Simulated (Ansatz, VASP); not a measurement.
# One calculation of SnTe, two programs

The input INCAR:

```
PREC = Accurate ; ENCUT = 520
EDIFF = 1E-6 ; ISMEAR = -1
SIGMA = 0.02 ; LREAL = F
LASPH = T ; NELM = 100
ALGO = Normal ; ISIF = 2
LWAVE = F ; LCHARG = F
GGA = PE ; NBANDS = 17
```

KPOINTS

```
regular mesh
0
Gamma
  8 8 8
```

File POSCAR:

```
SnTe
1.0
   -0.1343357819      3.1506744739      3.1506744739
    3.1506744739     -0.1343357819      3.1506744739
    3.1506744739      3.1506744739     -0.1343357819
Sn Te
1 1
Direct
    0.0000000000      0.0000000000      0.0000000000
    0.5000000000      0.5000000000      0.5000000000
```

Input for Ansatz:

```yaml
crystal:
  lattice:
    - [-0.1343357819, 3.1506744739, 3.1506744739]
    - [3.1506744739, -0.1343357819, 3.1506744739]
    - [3.1506744739, 3.1506744739, -0.1343357819]
  atoms:
    - { symbol: Sn, position: [0.0, 0.0, 0.0] }
    - { symbol: Te, position: [0.5, 0.5, 0.5] }
kpoints:
  mp_grid: { grid: [8, 8, 8] }
  band_path:
    path:
      - [0.0, 0.0, 0.0]
      - [0.5, 0.0, 0.5]
      - [0.625, 0.25, 0.625]
      - [0.375, 0.375, 0.75]
      - [0.5, 0.5, 0.5]
      - [0.5, 0.25, 0.75]
      - [-0.003418, 0.003418, -0.5]
    npoints: 1
hamiltonian:
  xc: pbe
scf:
  occupations: { method: fermi_dirac, width: 0.02 }
  n_extra_bands: 4
output:
  forces: true
  stress: true
  eigenvalues: true
```

Change from the starting cell: epitaxial_111 strain +3.0%.

Alike in both runs: task single point; functional PBE; k mesh 8 × 8 × 8; occupations fermi-dirac, width 0.02 eV; no spin polarisation.

```csv
,VASP,Ansatz
version,VASP 6.6.1,Ansatz 0.2.0
potentials or method,"VASP PAW PBE potentials, release 64 (Sn_d, Te)","plane waves, PAW"
plane-wave cutoff (eV),520,420
valence electrons in the cell,20,30
```

```tsv
	VASP	Ansatz	Ansatz less VASP
pressure (GPa)	-0.5	-0.5	+0.06
traceless stress, the component that is largest in VASP (GPa)	0.60	0.60	+0.001
```

VASP's potentials hold 20 valence electrons a cell and Ansatz's 30, so a difference there can come from the potentials and not from the codes.

Spin-orbit coupling is off throughout.
